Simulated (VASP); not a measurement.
Set up this calculation in VASP 6.6.1, as the native input.

```
Task                   : single point
Functional             : PBE
Potentials or basis    : VASP PAW PBE potentials, release 64 (Pt)
Cutoff                 : 520 eV
k mesh                 : 20 × 20 × 20
Occupations            : gaussian, width 0.15 eV
Spin                   : no spin polarisation
Dipole correction      : no
Further INCAR settings : ALGO = Fast; EDIFF = 1e-07; NBANDS = 11
```

The structure of Pt lies in POSCAR:

```
Pt
1.0
   -0.0293685000      1.9579000000      1.9579000000
    1.9579000000     -0.0293685000      1.9579000000
    1.9285315000      1.9285315000      0.0000000000
Pt
1
Direct
    0.0000000000      0.0000000000      0.0000000000
```

This cell differs from its parent crystal: strain -0.0300 x Voigt [0, 0, 0, 0, 0, 1].

One way to write it, as run:

INCAR

```
PREC = Accurate ; ENCUT = 520
EDIFF = 1E-7 ; ISMEAR = 0
SIGMA = 0.15 ; LREAL = False
LASPH = True ; NELM = 80
ALGO = Fast ; ISIF = 2
LWAVE = False ; LCHARG = False
GGA = PE ; NBANDS = 11
```

KPOINTS

```
Automatic mesh
0
Gamma
  20 20 20
```

Potentials or basis: VASP PAW PBE potentials, release 64 (Pt).

The run is started by

```sh
$ cat potpaw_PBE.64/Pt/POTCAR > POTCAR
$ mpirun -np 1 vasp_std > vasp.out
```

It gave:

```
Pressure               : 11.3 GPa
Band gap on the k mesh : zero (band 5 reaches 11.88 eV, above the bottom of band 6 at 9.57 eV)
```

Caveat: the cell differs from its parent crystal (strain -0.0300 x Voigt [0, 0, 0, 0, 0, 1]); spin-orbit coupling is left out, which moves the levels of the heavy elements.

Run time: 58 s on 1 thread of Intel(R) Xeon(R) 6975P-C (Granite Rapids), on a shared host, peak memory 0.3 GiB.
